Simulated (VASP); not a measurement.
# CdS (P6_3mc) in VASP: single point with r2SCAN

Aim: the single point of CdS with r2SCAN.

All numbers are computed with VASP 6.6.1; they aren't measurements. Logs are shortened: lines on timing, memory, paths and dates and some standing lists are left out, and cuts for length are marked.

## (1) The cell of the first run

The structure is hexagonal, space group P6_3mc (No. 186). The conventional cell has a = 4.123 Å, b = 4.123 Å, c = 6.700 Å, α = 90.00°, β = 90.00°, γ = 120.00°. Within 3.3 Å of Cd (site symmetry 3m) lie 4 S at 2.52 to 2.53 Å. Within 3.3 Å of S (site symmetry 3m) lie 4 Cd at 2.52 to 2.53 Å.

## (2) Single point, r2SCAN, non-collinear spin, zero start, spin-orbit coupling

Contents of POSCAR:

```
CdS
1.0
    4.1233755502      0.0000000000      0.0000000000
   -2.0616877751      3.5709479758      0.0000000000
    0.0000000000      0.0000000000      6.6995855784
Cd S
2 2
Direct
    0.3333333333      0.6666666667      0.0000440111
    0.6666666667      0.3333333333      0.5000440111
    0.3333333333      0.6666666667      0.3769559889
    0.6666666667      0.3333333333      0.8769559889
```

Contents of INCAR.step1:

```
PREC = Accurate
ENCUT = 550
ISMEAR = 0
SIGMA = 0.01
LREAL = False
LASPH = True
NELM = 200
MAGMOM = 0 0 0 0 0 0 0 0 0 0 0 0
LSORBIT = True
GGA_COMPAT = False
NBANDS = 50
GGA = PE
ALGO = Normal
EDIFF = 1E-5
LWAVE = True
LCHARG = False
```

Contents of INCAR.step2:

```
PREC = Accurate
ENCUT = 550
EDIFF = 1E-6
ISMEAR = 0
SIGMA = 0.01
LREAL = False
LASPH = True
NELM = 200
ALGO = Normal
ISIF = 2
LWAVE = False
LCHARG = True
MAGMOM = 0 0 0 0 0 0 0 0 0 0 0 0
LORBIT = 11
LSORBIT = True
GGA_COMPAT = False
LORBMOM = True
METAGGA = R2SCAN
LMIXTAU = True
LVHAR = True
NBANDS = 50
ISTART = 1
```

Contents of KPOINTS:

```
Automatic mesh
0
Gamma
  6 6 4
```

Potentials or basis: VASP PAW PBE potentials, release 64 (Cd, S).

Started as:

```
cat potpaw_PBE.64/Cd/POTCAR potpaw_PBE.64/S/POTCAR > POTCAR
cp INCAR.step1 INCAR
mpirun -np 1 vasp_ncl > vasp.out
cp INCAR.step2 INCAR
mpirun -np 1 vasp_ncl > vasp.out
```

OUTCAR:

```text
PREC = Accurate
   ENCUT = 550
   EDIFF = 1E-6
   ISMEAR = 0
   LREAL = False
   LASPH = True
   NELM = 200
   ISIF = 2
   LORBIT = 11
   LSORBIT = True
   METAGGA = R2SCAN
   ISTART = 1

 ion  position               nearest neighbor table
   1  0.333  0.667  0.000-   4 2.52   4 2.52   4 2.52   3 2.53
   2  0.667  0.333  0.500-   3 2.52   3 2.52   3 2.52   4 2.53
   3  0.333  0.667  0.377-   2 2.52   2 2.52   2 2.52   1 2.53
   4  0.667  0.333  0.877-   1 2.52   1 2.52   1 2.52   2 2.53

  LATTYP: Found a hexagonal cell.
 ALAT       =     4.1233755502
 C/A-ratio  =     1.6247818072

  Lattice vectors:

 A1 = (   4.1233755502,   0.0000000000,   0.0000000000)
 A2 = (  -2.0616877751,   3.5709479758,   0.0000000000)
 A3 = (   0.0000000000,   0.0000000000,   6.6995855784)

Analysis of symmetry for initial positions (statically):
=====================================================================
 Subroutine PRICEL returns:
 Original cell was already a primitive cell.

 Routine SETGRP: Setting up the symmetry group for a
 hexagonal supercell.

 Subroutine GETGRP returns: Found 12 space group operations
 (whereof  6 operations were pure point group operations)
 out of a pool of 24 trial point group operations.

The static configuration has the point symmetry C_3v.
 The point group associated with its full space group is C_6v.

Analysis of symmetry for dynamics (positions and initial velocities):
=====================================================================
 Subroutine PRICEL returns:
 Original cell was already a primitive cell.

 Routine SETGRP: Setting up the symmetry group for a
 hexagonal supercell.

 Subroutine GETGRP returns: Found 12 space group operations
 (whereof  6 operations were pure point group operations)
 out of a pool of 24 trial point group operations.

The dynamic configuration has the point symmetry C_3v.
 The point group associated with its full space group is C_6v.

Analysis of structural, dynamic, and magnetic symmetry:
=====================================================================
 Subroutine PRICEL returns:
 Original cell was already a primitive cell.

 Routine SETGRP: Setting up the symmetry group for a
 hexagonal supercell.

 Subroutine GETGRP returns: Found 12 space group operations
 (whereof  6 operations were pure point group operations)
 out of a pool of 24 trial point group operations.

The overall configuration has the point symmetry C_3v.
 The point group associated with its full space group is C_6v.

[... 1413 lines left out ...]
 -----------------------------------------------------------------------------------
    total drift:                               -0.000000      0.000000      0.004856

  FREE ENERGIE OF THE ION-ELECTRON SYSTEM (eV)
  ---------------------------------------------------
  free  energy   TOTEN  =       -59.4136520583 eV

  energy  without entropy=      -59.4136520583  energy(sigma->0) =      -59.41365206

 orbital moment (x)

 # of ion     p       d       tot
 ----------------------------------------
  1        -0.000  -0.000  -0.000
  2        -0.000   0.000   0.000
  3        -0.000   0.000  -0.000
  4        -0.000   0.000  -0.000
 ----------------------------------------
           -0.000   0.000   0.000

 orbital moment (y)

 # of ion     p       d       tot
 ----------------------------------------
  1        -0.000  -0.000  -0.000
  2         0.000   0.000   0.000
  3         0.000   0.000   0.000
  4        -0.000   0.000  -0.000
 ----------------------------------------
           -0.000   0.000   0.000

 orbital moment (z)

 # of ion     p       d       tot
 ----------------------------------------
  1         0.000  -0.000  -0.000
  2         0.000   0.000   0.000
  3         0.000   0.000   0.000
  4         0.000   0.000   0.000
 ----------------------------------------
            0.000   0.000   0.000

 Spin-Orbit-Coupling matrix elements

 Ion:    1  E_soc:     -0.0545726
 l=   1
     0.0000000    -0.0022600    -0.0022804
    -0.0022600     0.0000000    -0.0022600
    -0.0022804    -0.0022600     0.0000000
 l=   2
     0.0000000    -0.0013584     0.0000000    -0.0013584    -0.0054881
    -0.0013584     0.0000000    -0.0041095    -0.0013451    -0.0013584
     0.0000000    -0.0041095     0.0000000    -0.0041095     0.0000000
    -0.0013584    -0.0013451    -0.0041095     0.0000000    -0.0013584
    -0.0054881    -0.0013584     0.0000000    -0.0013584     0.0000000
 l=   3
     0.0000000     0.0000000     0.0000000     0.0000000     0.0000000     0.0000000     0.0000000
     0.0000000     0.0000000     0.0000000     0.0000000     0.0000000     0.0000000     0.0000000
     0.0000000     0.0000000     0.0000000     0.0000000     0.0000000     0.0000000     0.0000000
     0.0000000     0.0000000     0.0000000     0.0000000     0.0000000     0.0000000     0.0000000
[... 49 lines left out ...]
 l=   2
     0.0000000     0.0000000     0.0000000     0.0000000     0.0000000
     0.0000000     0.0000000     0.0000000     0.0000000     0.0000000
     0.0000000     0.0000000     0.0000000     0.0000000     0.0000000
     0.0000000     0.0000000     0.0000000     0.0000000     0.0000000
     0.0000000     0.0000000     0.0000000     0.0000000     0.0000000
 l=   3
     0.0000000     0.0000000     0.0000000     0.0000000     0.0000000     0.0000000     0.0000000
     0.0000000     0.0000000     0.0000000     0.0000000     0.0000000     0.0000000     0.0000000
     0.0000000     0.0000000     0.0000000     0.0000000     0.0000000     0.0000000     0.0000000
     0.0000000     0.0000000     0.0000000     0.0000000     0.0000000     0.0000000     0.0000000
     0.0000000     0.0000000     0.0000000     0.0000000     0.0000000     0.0000000     0.0000000
     0.0000000     0.0000000     0.0000000     0.0000000     0.0000000     0.0000000     0.0000000
     0.0000000     0.0000000     0.0000000     0.0000000     0.0000000     0.0000000     0.0000000

 total charge

# of ion       s       p       d       tot
------------------------------------------
    1        0.406   0.325   9.583  10.314
    2        0.406   0.325   9.583  10.314
    3        1.310   2.438   0.000   3.748
    4        1.310   2.438   0.000   3.748
--------------------------------------------------
tot          3.433   5.526  19.165  28.124

 magnetization (x)

# of ion       s       p       d       tot
------------------------------------------
    1        0.000   0.000  -0.000   0.000
    2        0.000   0.000   0.000   0.000
    3        0.000   0.000   0.000   0.000
    4        0.000   0.000   0.000   0.000
--------------------------------------------------
tot          0.000   0.000  -0.000   0.000

 magnetization (y)

# of ion       s       p       d       tot
------------------------------------------
    1        0.000   0.000   0.000   0.000
    2        0.000   0.000   0.000   0.000
    3        0.000   0.000   0.000   0.000
    4        0.000   0.000   0.000   0.000
--------------------------------------------------
tot          0.000   0.000   0.000   0.000

 magnetization (z)

# of ion       s       p       d       tot
------------------------------------------
    1        0.000   0.000  -0.000   0.000
    2        0.000  -0.000   0.000  -0.000
    3       -0.000   0.000   0.000   0.000
    4       -0.000   0.000   0.000   0.000
--------------------------------------------------
tot         -0.000   0.000  -0.000   0.000
```

Run time: 54 min. Hardware: 1 thread of AMD EPYC 7R13, shared host; peak memory 0.63 GiB.

What came out:

```
Free energy                                           : -59.4137 eV
Pressure                                              : 2.2 GPa
Net moment                                            : 0.00 μB per cell
Valence electrons inside the program's atomic spheres : Cd 10.31; S 3.75
```

Forces in eV/Å, atoms in the order of the input:
```
Cd   0.000  0.000  0.003
Cd   0.000  0.000  0.003
S    0.000  0.000 -0.003
S    0.000  0.000 -0.003
```

Moments on the atoms (μB; x, y, z):
```
Cd  0.00 0.00 0.00
Cd  0.00 0.00 0.00
S   0.00 0.00 0.00
S   0.00 0.00 0.00
```

Caveat: the PAW data sets were made with another functional, which shifts forces and pressure a little.
